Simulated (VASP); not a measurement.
As:

```
As
1.0
     2.67556   -2.85909    0.00000
     2.67556    2.85909    0.00000
     0.00000    0.00000    2.93029
As
2
Direct
  0.29015 0.70985 0.50000
  0.70985 0.29015 0.50000
```

```yaml
Program: VASP 6.6.1
Task: relaxation of cell and atoms
Functional: PBE
Potentials_or_basis: VASP PAW PBE potentials, release 64 (As)
Cutoff: 600 eV
k_mesh: 4 × 4 × 6
Occupations: gaussian, width 0.1 eV
Spin: no spin polarisation
```

At the start: pressure 0.4 GPa; volume 22.42 Å³/atom.

**Question.** Where does the relaxation end?

**Answer.** Over 27 steps the energy falls by 73.7 meV/atom and the volume is 20.75 Å³/atom (-7.4 %); space group Cmmm (No. 65, to 0.05 Å).

Step by step:
```
step  energy change (eV)  largest force (eV/Å)  pressure (GPa)  volume (Å³)
   1              0.0000                0.5903            0.38        44.83
   2             -0.0242                0.4386           -1.31        45.10
   3             -0.0456                0.2155           -0.83        45.00
   4             -0.0457                0.1960           -0.80        45.00
   5             -0.0529                0.0324            0.49        44.36
   6             -0.0534                0.0260            0.81        44.21
   7             -0.0533                0.1516            1.49        43.92
   8             -0.0620                0.3472            1.51        44.00
   9             -0.0826                0.4003            1.61        44.19
  10             -0.0827                0.4183            1.56        44.16
  11             -0.0830                0.4090            1.58        44.17
  12             -0.0882                0.1552            0.04        44.93
  13             -0.0886                0.2098            0.38        44.76
  14             -0.0929                0.1453           -0.26        44.97
  15             -0.0935                0.1085           -0.64        45.09
  16             -0.0960                0.1121           -0.53        44.88
  17             -0.1027                0.1615           -0.24        44.23
  18             -0.1095                0.2513            0.62        42.93
  19             -0.1106                0.2212            0.64        42.85
  20             -0.1127                0.1753            0.64        42.60
  21             -0.1173                0.3240            0.40        42.11
  22             -0.1319                0.2804            1.15        41.14
  23             -0.1438                0.0884            0.86        41.12
  24             -0.1454                0.0018            0.78        41.11
  25             -0.1471                0.0096            0.31        41.34
  26             -0.1473                0.0138            0.07        41.46
  27             -0.1475                0.0185            0.00        41.50
```

Final structure:
```
As
1.0
     2.76729   -2.79110    0.00000
     2.76729    2.79110    0.00000
     0.00000    0.00000    2.68670
As
2
Direct
  0.25941 0.74059 0.50000
  0.74059 0.25941 0.50000
```

Caveat: the k points lie up to 0.40 Å⁻¹ apart in the final cell.
